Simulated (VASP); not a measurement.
RbBr, 2 atoms in the cell. It takes space group Fm-3m (No. 225, cubic). The conventional cell has a = 6.762 Å, b = 6.762 Å, c = 6.762 Å, α = 90.00°, β = 90.00°, γ = 90.00°. Rb (site symmetry m-3m) has 6 Br at 3.38 Å within 4.4 Å. Br (site symmetry m-3m) has 6 Rb at 3.38 Å within 4.4 Å.  This cell differs from its parent crystal: volume scaled by 0.96.

| Quantity | Value |
| --- | --- |
| Program | VASP 6.6.1 |
| Task | electric field gradients |
| Functional | PBE |
| Potentials or basis | VASP PAW PBE potentials, release 64 (Rb_sv, Br) |
| Cutoff | 520 eV |
| k mesh | 7 × 7 × 7 |
| Occupations | fermi-dirac, width 0.03 eV |
| Spin | no spin polarisation |
| Dipole correction | no |
| Further INCAR settings | ALGO = Normal; EDIFF = 1e-08; NBANDS = 15 |

Potentials or basis: VASP PAW PBE potentials, release 64 (Rb_sv, Br).

Launch:

```console
$ cat potpaw_PBE.64/Rb_sv/POTCAR potpaw_PBE.64/Br/POTCAR > POTCAR
$ mpirun -np 1 vasp_std > vasp.out
```

Hardware: 1 thread of Intel(R) Xeon(R) Platinum 8488C (Sapphire Rapids) (shared host).

Estimate the wall time of this run.

Wall time 14 s on 1 thread of Intel(R) Xeon(R) Platinum 8488C (Sapphire Rapids) (shared host), peak memory 0.21 GiB. Counts: scf iterations 15, k points 20.
